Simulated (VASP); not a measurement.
A run of VASP 6.6.1 is set up as follows.

INCAR

```
SYSTEM = LiCl
ALGO = Normal
EDIFF = 1E-6
ENCUT = 520
GGA = PS
ISIF = 2
ISMEAR = -1
LASPH = .TRUE.
LCHARG = .FALSE.
LREAL = .FALSE.
LWAVE = .FALSE.
NBANDS = 12
NELM = 60
PREC = Accurate
SIGMA = 0.05
```

KPOINTS

```
k-points
0
G
  9 9 9
  0 0 0
```

File POSCAR:

```
LiCl
1.0
    0.0000000000      2.5985208441      2.5985208441
    2.5985208441      0.0000000000      2.5985208441
    2.5985208441      2.5985208441      0.0000000000
Cl Li
1 1
Direct
    0.5000000000      0.5000000000      0.5000000000
    0.0000000000      0.0000000000      0.0000000000
```

Potentials or basis: VASP PAW PBE potentials, release 64 (Cl, Li_sv).

Command:

```bash
$ cat potpaw_PBE.64/Cl/POTCAR potpaw_PBE.64/Li_sv/POTCAR > POTCAR
$ mpirun -np 1 vasp_std > vasp.out
```

(1) Estimate the band gap on the k mesh.

## Answers

(1) 5.92 eV, direct.
